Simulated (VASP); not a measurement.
# HC4 in VASP: a series of runs

Runs on HC4. Level: PBE+D3(BJ). Tasks: single point.

Program: VASP 6.6.1. These are calculated values, not measurements. Logs are shortened: lines on timing, memory, paths and dates and some standing lists are left out, and cuts for length are marked.

### Step 1. The cell of the first run

The cell holds a slab with vacuum, 10 atoms: a = 4.931 Å, b = 4.931 Å, c = 18.000 Å, α = 90.00°, β = 90.00°, γ = 120.00°.

### Step 2. Single point, PBE+D3(BJ)

INCAR

```
SYSTEM = HC4
ALGO = Normal ; DIPOL = 0.5 0.5 0.245
EDIFF = 1E-6 ; ENCUT = 520
GGA = PE ; GGA_COMPAT = .False.
IDIPOL = 3 ; ISIF = 2
ISMEAR = 0 ; IVDW = 12
LASPH = .True. ; LCHARG = .True.
LDIPOL = .True. ; LELF = .True.
LREAL = .False. ; LVACPOTAV = .True.
LVHAR = .True. ; LWAVE = .False.
NBANDS = 28 ; NELM = 120
NELMDL = -8 ; PREC = Accurate
SIGMA = 0.1
```

KPOINTS

```
k-points
0
Gamma
  6 6 1
  0 0 0
```

POSCAR

```
HC4
1.0
    4.9314379192      0.0000000000      0.0000000000
   -2.4657189596      4.2707505152      0.0000000000
    0.0000000000      0.0000000000     18.0000000000
C H
8 2
Direct
    0.1666666667      0.3333333333      0.2222222222
    0.1666666667      0.8333333333      0.2222222222
    0.6666666667      0.3333333333      0.2222222222
    0.6666666667      0.8333333333      0.2222222222
    0.3333333333      0.1666666667      0.2222222222
    0.3333333333      0.6666666667      0.2222222222
    0.8333333333      0.1666666667      0.2222222222
    0.8333333333      0.6666666667      0.2222222222
    0.0975336188      0.4024663812      0.3361111111
    0.2357997146      0.2642002854      0.3361111111
```

Potentials or basis: VASP PAW PBE potentials, release 64 (C, H).

Launch:

```bash
cat potpaw_PBE.64/C/POTCAR potpaw_PBE.64/H/POTCAR > POTCAR
mpirun -np 1 vasp_std > vasp.out
```

OUTCAR:

```text
SYSTEM = HC4
   EDIFF = 1E-6
   ENCUT = 520
   GGA = PE
   ISIF = 2
   ISMEAR = 0
   IVDW = 12
   LASPH = .True.
   LREAL = .False.
   NELM = 120
   NELMDL = -8
   PREC = Accurate
 IVDW          = 12

 ion  position               nearest neighbor table
   1  0.167  0.333  0.222-   5 1.42   6 1.42   7 1.42
   2  0.167  0.833  0.222-   6 1.42   5 1.42   8 1.42
   3  0.667  0.333  0.222-   7 1.42   8 1.42   5 1.42
   4  0.667  0.833  0.222-   8 1.42   7 1.42   6 1.42
   5  0.333  0.167  0.222-   1 1.42   2 1.42   3 1.42
   6  0.333  0.667  0.222-   2 1.42   1 1.42   4 1.42
   7  0.833  0.167  0.222-   3 1.42   4 1.42   1 1.42
   8  0.833  0.667  0.222-   4 1.42   3 1.42   2 1.42
   9  0.098  0.402  0.336-
  10  0.236  0.264  0.336-

  LATTYP: Found a hexagonal cell.
 ALAT       =     4.9314379192
 C/A-ratio  =     3.6500510186

  Lattice vectors:

 A1 = (   4.9314379192,   0.0000000000,   0.0000000000)
 A2 = (  -2.4657189596,   4.2707505152,   0.0000000000)
 A3 = (   0.0000000000,   0.0000000000,  18.0000000000)

Analysis of symmetry for initial positions (statically):
=====================================================================
 Subroutine PRICEL returns:
 Original cell was already a primitive cell.

 Routine SETGRP: Setting up the symmetry group for a
 hexagonal supercell.

 Subroutine GETGRP returns: Found  2 space group operations
 (whereof  1 operations were pure point group operations)
 out of a pool of 24 trial point group operations.

The static configuration has the point symmetry C_1 .
 The point group associated with its full space group is C_1h.

Analysis of symmetry for dynamics (positions and initial velocities):
=====================================================================
 Subroutine PRICEL returns:
 Original cell was already a primitive cell.

 Routine SETGRP: Setting up the symmetry group for a
 hexagonal supercell.

 Subroutine GETGRP returns: Found  2 space group operations
 (whereof  1 operations were pure point group operations)
 out of a pool of 24 trial point group operations.

The dynamic configuration has the point symmetry C_1 .
 The point group associated with its full space group is C_1h.

 Subroutine INISYM returns: Found  2 space group operations
 (whereof  1 operations are pure point group operations),
 and found     1 'primitive' translations

----------------------------------------------------------------------------------------

                                     Primitive cell

  volume of cell :     379.0969

  direct lattice vectors                    reciprocal lattice vectors
     4.931437919  0.000000000  0.000000000     0.202780612  0.117075441  0.000000000
    -2.465718960  4.270750515  0.000000000     0.000000000  0.234150882  0.000000000
     0.000000000  0.000000000 18.000000000     0.000000000  0.000000000  0.055555556

  length of vectors
     4.931437919  4.931437919 18.000000000     0.234150882  0.234150882  0.055555556

  position of ions in fractional coordinates (direct lattice)
     0.166666667  0.333333333  0.222222222
     0.166666667  0.833333333  0.222222222
     0.666666667  0.333333333  0.222222222
     0.666666667  0.833333333  0.222222222
     0.333333333  0.166666667  0.222222222
     0.333333333  0.666666667  0.222222222
     0.833333333  0.166666667  0.222222222
     0.833333333  0.666666667  0.222222222
     0.097533619  0.402466381  0.336111111
     0.235799715  0.264200285  0.336111111

  ion indices of the primitive-cell ions
   primitive index   ion index
                 1           1
                 2           2
                 3           3
                 4           4
                 5           5
                 6           6
                 7           7
                 8           8
                 9           9
                10          10

----------------------------------------------------------------------------------------

 KPOINTS: k-points

Automatic generation of k-mesh.
 Grid dimensions read from file:
 generate k-points for:    6    6    1

 Generating k-lattice:

  Cartesian coordinates                     Fractional coordinates (reciprocal lattice)
     0.033796769  0.019512574  0.000000000     0.166666667 -0.000000000  0.000000000
     0.000000000  0.039025147  0.000000000     0.000000000  0.166666667  0.000000000
     0.000000000  0.000000000  0.055555556     0.000000000  0.000000000  1.000000000

  Length of vectors
     0.039025147  0.039025147  0.055555556

  Shift w.r.t. Gamma in fractional coordinates (k-lattice)
     0.000000000  0.000000000  0.000000000

 Subroutine IBZKPT returns following result:
 ===========================================

 Found     13 irreducible k-points:

 Following reciprocal coordinates:
            Coordinates               Weight
  0.000000  0.000000  0.000000      1.000000
  0.166667  0.000000  0.000000      4.000000
 -0.166667  0.166667  0.000000      2.000000
  0.333333  0.000000  0.000000      4.000000
 -0.333333  0.333333  0.000000      2.000000
  0.500000 -0.000000  0.000000      2.000000
  0.500000  0.500000  0.000000      1.000000
  0.166667  0.166667  0.000000      2.000000
 -0.166667  0.333333  0.000000      4.000000
  0.333333  0.166667  0.000000      4.000000
 -0.166667  0.500000  0.000000      4.000000
  0.500000  0.333333  0.000000      4.000000
  0.333333  0.333333  0.000000      2.000000
   k-points           NKPTS =     13   k-points in BZ     NKDIM =     13   number of bands    NBANDS=     28
   number of dos      NEDOS =    301   number of ions     NIONS =     10
   total plane-waves  NPLWV = 224000
   dimension x,y,z NGX =    40 NGY =   40 NGZ =  140
   dimension x,y,z NGXF=    80 NGYF=   80 NGZF=  280
   ions per type =               8   2
   NGX,Y,Z   is equivalent  to a cutoff of  13.48, 13.48, 12.93 a.u.
   NGXF,Y,Z  is equivalent  to a cutoff of  26.97, 26.97, 25.86 a.u.
 SYSTEM =  HC4
   PREC   = accura    normal or accurate (medium, high low for compatibility)
   ISTART =      0    job   : 0-new  1-cont  2-samecut
   ICHARG =      2    charge: 1-file 2-atom 10-const
   ISPIN  =      1    spin polarized calculation?
   LNONCOLLINEAR =      F non collinear calculations
   LSORBIT =      F    spin-orbit coupling
   LASPH  =      T    aspherical Exc in radial PAW
   ENCUT  =  520.0 eV  38.22 Ry    6.18 a.u.   9.17  9.17 33.47*2*pi/ulx,y,z
   NELM   =    120;   NELMIN=  2; NELMDL= -8     # of ELM steps
   EDIFF  = 0.1E-05   stopping-criterion for ELM
   LREAL  =      F    real-space projection
   EDIFFG = 0.1E-04   stopping-criterion for IOM
   NSW    =      0    number of steps for IOM
   IBRION =     -1    ionic relax: 0-MD 1-quasi-New 2-CG
   NFREE  =      0    steps in history (QN), initial steepest desc. (CG)
   ISIF   =      2    stress and relaxation
   ISYM   =      2    0-nonsym 1-usesym 2-fastsym
   POTIM  = 0.5000    time-step for ionic-motion
   TEBEG  =    0.0;   TEEND  =   0.0 temperature during run
   PSTRESS=    0.0 pullay stress
   NELECT =      34.0000    total number of electrons
   NUPDOWN=      -1.0000    fix difference up-down
   EMIN   =  10.00;   EMAX   =-10.00  energy-range for DOS
   EFERMI =   0.00;   METHOD = LEGACY
   ISMEAR =     0;   SIGMA  =   0.10  broadening in eV -4-tet -1-fermi 0-gaus
   EFERMI_NEDOS =   21; number of points for ismear=-14 and -15
   IALGO  =     38    algorithm
   IMIX   =      4    mixing-type and parameters
     AMIX     =   0.40;   BMIX     =  1.00
     AMIX_MAG =   1.60;   BMIX_MAG =  1.00
  volume/ion in A,a.u.               =      37.91       255.83
  Fermi-wavevector in a.u.,A,eV,Ry     =   0.732798  1.384788  7.306236  0.536993
  Thomas-Fermi vector in A             =   1.825350
   LORBIT       =      0    0 simple, 1 ext, 2 COOP (PROOUT), +10 PAW based schemes
   GGA     = PE    functional components
   LHFCALC =     F    Hartree Fock is set to
   AEXX    =    0.0000 exact exchange contribution
   IVDW    =    12    specifies the selected vdW correction
   LEPSILON=     F    determine dielectric tensor
   LRPA    =     F    only Hartree local field effects (RPA)
 non-spin polarized calculation
 Gauss-broadening in eV      SIGMA  =   0.10
  energy-cutoff  :      520.00
  volume of cell :      379.10
 maximum number of plane-waves:     10258
 NGX is ok and might be reduce to    40
   NGX = 19   NGY = 19   NGZ = 67

 dipolmoment           0.000000      0.000000     -0.000555 electrons x Angstroem

 number of electron      33.9999998 magnetization

 dipolmoment           0.000000      0.000000      0.081330 electrons x Angstroem

 Free energy of the ion-electron system (eV)
  ---------------------------------------------------
  ext. energy  EPLUGINS =         0.00000000
  ---------------------------------------------------
  free energy    TOTEN  =       -78.38388375 eV

  energy without entropy =      -78.38039176  energy(sigma->0) =      -78.38213775

 E-fermi :  -2.8434     XC(G=0):  -2.7624

 val. band max:       -2.9199332975   @ k =   0.3333   0.3333   0.0000
 cond. band min:      -2.7669485212   @ k =   0.3333   0.3333   0.0000
 fundamental gap:      0.1529847763
 Fermi energy:        -2.8434409094

 k-point     1 :       0.0000    0.0000    0.0000
  band No.  band energies     occupation
      1     -22.3741      2.00000
      2     -17.1585      2.00000
      3     -17.1145      2.00000
      4     -17.1113      2.00000
      5     -16.0944      2.00000
      6     -16.0805      2.00000
[... 20 lines left out ...]
     27       4.5101      0.00000
     28       4.5315      0.00000

 k-point     2 :       0.1667    0.0000    0.0000
  band No.  band energies     occupation
      1     -22.2099      2.00000
      2     -18.3903      2.00000
      3     -17.5304      2.00000
      4     -17.5132      2.00000
      5     -15.4222      2.00000
      6     -15.4186      2.00000
[... 20 lines left out ...]
     27       4.6060      0.00000
     28       5.2579      0.00000

 k-point     3 :      -0.1667    0.1667    0.0000
  band No.  band energies     occupation
      1     -22.2099      2.00000
      2     -18.3890      2.00000
      3     -17.5393      2.00000
      4     -17.5073      2.00000
      5     -15.4289      2.00000
      6     -15.4084      2.00000
[... 20 lines left out ...]
     27       4.6353      0.00000
     28       5.2499      0.00000

 k-point     4 :       0.3333    0.0000    0.0000
  band No.  band energies     occupation
      1     -21.7191      2.00000
      2     -19.7869      2.00000
      3     -17.9447      2.00000
      4     -17.9309      2.00000
      5     -14.2539      2.00000
      6     -14.2497      2.00000
[... 237 lines left out ...]
     27       4.8631      0.00000
     28       5.0057      0.00000

 k-point    12 :       0.5000    0.3333    0.0000
  band No.  band energies     occupation
      1     -21.2309      2.00000
      2     -20.2646      2.00000
      3     -19.3154      2.00000
      4     -16.6642      2.00000
      5     -14.7956      2.00000
      6     -12.5073      2.00000
[... 20 lines left out ...]
     27       4.8449      0.00000
     28       4.9883      0.00000

 k-point    13 :       0.3333    0.3333    0.0000
  band No.  band energies     occupation
      1     -20.4541      2.00000
      2     -20.4220      2.00000
      3     -20.3987      2.00000
      4     -15.4588      2.00000
      5     -15.4301      2.00000
      6     -13.3997      2.00000
[... 20 lines left out ...]
     27       4.4611      0.00000
     28       4.6940      0.00000

------------------------ aborting loop because EDIFF is reached ----------------------------------------

 Edisp (eV)   -0.88813

 E8    (eV) :    -0.2649

  FORCE on cell =-STRESS in cart. coord.  units (eV):
  Direction    XX          YY          ZZ          XY          YZ          ZX
  --------------------------------------------------------------------------------------
  -------------------------------------------------------------------------------------
  Total      -4.10974    -1.35097     3.93037     2.38916    -0.03905     0.06764
  in kB     -17.36899    -5.70962    16.61093    10.09731    -0.16504     0.28587
  external pressure =       -2.16 kB  Pullay stress =        0.00 kB

 VOLUME and BASIS-vectors are now :
 -----------------------------------------------------------------------------
  energy-cutoff  :      520.00
  volume of cell :      379.10
      direct lattice vectors                 reciprocal lattice vectors
     4.931437919  0.000000000  0.000000000     0.202780612  0.117075441  0.000000000
    -2.465718960  4.270750515  0.000000000     0.000000000  0.234150882  0.000000000
     0.000000000  0.000000000 18.000000000     0.000000000  0.000000000  0.055555556

 POSITION                                       TOTAL-FORCE (eV/Angst)
 -----------------------------------------------------------------------------------
      0.00000      1.42358      4.00000        -0.060857      0.035136     -1.093796
     -1.23286      3.55896      4.00000         0.042241     -0.010743      0.033746
      2.46572      1.42358      4.00000         0.030424     -0.031210      0.033746
      1.23286      3.55896      4.00000        -0.068195      0.039372      0.031246
      1.23286      0.71179      4.00000        -0.010366      0.005985     -0.305045
     -0.00000      2.84717      4.00000         0.038745      0.016694     -0.399947
      3.69858      0.71179      4.00000         0.004915     -0.041901     -0.399947
      2.46572      2.84717      4.00000        -0.009886      0.005707      0.151180
     -0.51139      1.71883      6.05000         3.953516     -2.282563      1.013189
      0.51139      1.12833      6.05000        -3.920537      2.263523      0.935628
 -----------------------------------------------------------------------------------
    total drift:                               -0.000109      0.000062      0.000388

  FREE ENERGIE OF THE ION-ELECTRON SYSTEM (eV)
  ---------------------------------------------------
  free  energy   TOTEN  =       -79.2720149594 eV

  energy  without entropy=      -79.2685229682  energy(sigma->0) =      -79.27026896

 vacuum level on the upper side and lower side of the slab         2.211         1.513
```

It took 3.3 min on 1 thread of Intel Xeon 6975P-C (Granite Rapids), shared host; peak memory 0.54 GiB.

Results:

```yaml
Free_energy: -79.2720 eV
Largest_force: 4.676 eV/Å
Band_gap_on_the_k_mesh: 0.15 eV
Dispersion_energy_per_atom: -0.089 eV
```

Forces in eV/Å, atoms in the order of the input:
```
C   -0.061  0.035 -1.094
C    0.042 -0.011  0.034
C    0.030 -0.031  0.034
C   -0.068  0.039  0.031
C   -0.010  0.006 -0.305
C    0.039  0.017 -0.400
C    0.005 -0.042 -0.400
C   -0.010  0.006  0.151
H    3.954 -2.283  1.013
H   -3.921  2.264  0.936
```

Levels at points of the mesh, in eV from the valence-band top:
```csv
k point,band 13,band 14,band 15,band 16,band 17,band 18,band 19,band 20,band 21,band 22
"(0.00, 0.00, 0.00)",-2.96,-2.96,-2.34,-2.29,-1.77,1.27,1.71,1.77,3.86,4.64
"(0.50, 0.00, 0.00)",-4.98,-4.96,-3.59,-2.76,-2.01,2.60,2.87,3.58,5.65,5.84
"(0.50, 0.50, 0.00)",-4.98,-4.96,-3.75,-2.68,-1.87,2.43,2.89,3.08,5.84,5.91
```

### Step 3. Single point, PBE+D3(BJ)

INCAR

```
ALGO = Normal
DIPOL = 0.5 0.5 0.256
EDIFF = 1E-6
ENCUT = 520
GGA = PE
GGA_COMPAT = False
IDIPOL = 3
ISIF = 2
ISMEAR = 0
IVDW = 12
LASPH = True
LCHARG = False
LDIPOL = True
LREAL = False
LWAVE = False
NBANDS = 28
NELM = 120
NELMDL = -8
PREC = Accurate
SIGMA = 0.1
```

KPOINTS

```
k-points
0
Gamma
  6 6 1
```

POSCAR, as its differences from that of step 2:

```diff
@@ -16,3 +16,3 @@
     0.8333333333      0.6666666667      0.2222222222
-    0.0975336188      0.4024663812      0.3361111111
-    0.2357997146      0.2642002854      0.3361111111
+    0.1227633763      0.3772366237      0.3888888889
+    0.2105699570      0.2894300430      0.3888888889
```

Potentials or basis: VASP PAW PBE potentials, release 64 (C, H).

Launch:

```bash
cat potpaw_PBE.64/C/POTCAR potpaw_PBE.64/H/POTCAR > POTCAR
mpirun -np 1 vasp_std > vasp.out
```

Wall time 2.8 min (1 thread of Intel Xeon 6975P-C (Granite Rapids), shared host); peak memory 0.55 GiB.

Results (log left out):

```
Free energy                : -81.3225 eV
Largest force              : 0.065 eV/Å
Band gap on the k mesh     : 0.00 eV
Dispersion energy per atom : -0.078 eV
```

Forces on the atoms (eV/Å):
```
C   -0.001  0.001 -0.065
C    0.006  0.001  0.013
C    0.003 -0.006  0.013
C   -0.005  0.003  0.011
C   -0.021  0.012 -0.008
C    0.004 -0.019 -0.012
C    0.019  0.007 -0.012
C   -0.005  0.003  0.017
H   -0.008  0.005  0.023
H    0.009 -0.005  0.022
```

Levels at points of the mesh, in eV from the valence-band top:
| k point | band 14 | band 15 | band 16 | band 17 | band 18 | band 19 | band 20 | band 21 |
| --- | --- | --- | --- | --- | --- | --- | --- | --- |
| (0.00, 0.00, 0.00) | -3.04 | -2.36 | -2.36 | -2.35 | 1.66 | 1.67 | 1.68 | 3.53 |
| (0.50, 0.00, 0.00) | -5.05 | -5.05 | -2.74 | -2.73 | 2.81 | 2.82 | 4.19 | 5.53 |
| (0.50, 0.50, 0.00) | -5.05 | -5.05 | -2.74 | -2.72 | 2.82 | 2.82 | 3.69 | 5.54 |

### Step 4. Single point, PBE+D3(BJ)

INCAR

```
PREC = Accurate
ENCUT = 520
EDIFF = 1E-6
ISMEAR = -1
SIGMA = 0.1
LREAL = False
LASPH = True
NELM = 120
ALGO = Normal
ISIF = 2
LWAVE = False
LCHARG = False
LDIPOL = True
IDIPOL = 3
DIPOL = 0.5 0.5 0.234
GGA = PE
IVDW = 12
NBANDS = 28
GGA_COMPAT = False
NELMDL = -8
```

KPOINTS

```
regular mesh
0
Gamma
  6 6 1
```

POSCAR, as its differences from that of step 3:

```diff
@@ -16,3 +16,3 @@
     0.8333333333      0.6666666667      0.2222222222
-    0.1227633763      0.3772366237      0.3888888889
-    0.2105699570      0.2894300430      0.3888888889
+    0.1286171483      0.3713828517      0.2827777778
+    0.2047161850      0.2952838150      0.2827777778
```

Launch:

```bash
cat potpaw_PBE.64/C/POTCAR potpaw_PBE.64/H/POTCAR > POTCAR
mpirun -np 1 vasp_std > vasp.out
```

Wall time 2.2 min (1 thread of Intel Xeon 6975P-C (Granite Rapids), shared host); peak memory 0.54 GiB.

The run converged. Its results:

```
Free energy                : -74.4282 eV
Largest force              : 9.405 eV/Å
Band gap on the k mesh     : 0.78 eV (least direct gap 0.96 eV)
Dispersion energy per atom : -0.081 eV
```

Forces on the atoms (eV/Å):
```
C   -0.464  0.268 -2.382
C    0.223 -0.026 -0.247
C    0.135 -0.180 -0.247
C   -0.249  0.144 -0.217
C    3.651 -2.108 -2.514
C    0.074  4.222 -2.777
C   -3.620 -2.175 -2.777
C    0.028 -0.016  0.475
H   -6.485  3.744  5.351
H    6.708 -3.873  5.334
```

Levels at points of the mesh, in eV from the valence-band top:
```
           k point  band 13  band 14  band 15  band 16  band 17  band 18  band 19  band 20  band 21  band 22
(0.00, 0.00, 0.00)    -3.44    -3.35    -2.71    -2.58    -0.18     0.78     1.19     1.52     3.37     3.95
(0.50, 0.00, 0.00)    -5.88    -5.01    -4.26    -3.16     0.00     2.25     2.48     4.27     4.93     5.66
(0.50, 0.50, 0.00)    -5.75    -5.04    -4.28    -3.02    -0.01     2.42     2.49     4.12     4.89     5.58
```

### Step 5. Overview

| cell | smearing | gap on the mesh (eV) | largest force (eV/Å) |
| --- | --- | --- | --- |
| as given, atomic positions A | gaussian 0.1 eV | 0.15 | 4.68 |
| as given, atomic positions B | gaussian 0.1 eV | 0.00 | 0.06 |
| as given, atomic positions C | fermi-dirac 0.1 eV | 0.78 | 9.41 |

Alike in all rows: task single point; level PBE+D3(BJ); potentials or basis VASP PAW PBE potentials, release 64 (C, H); no spin polarisation; k mesh 6 × 6 × 1; cutoff (eV) 520.

Absolute energies hang on the potentials; compare differences alone.
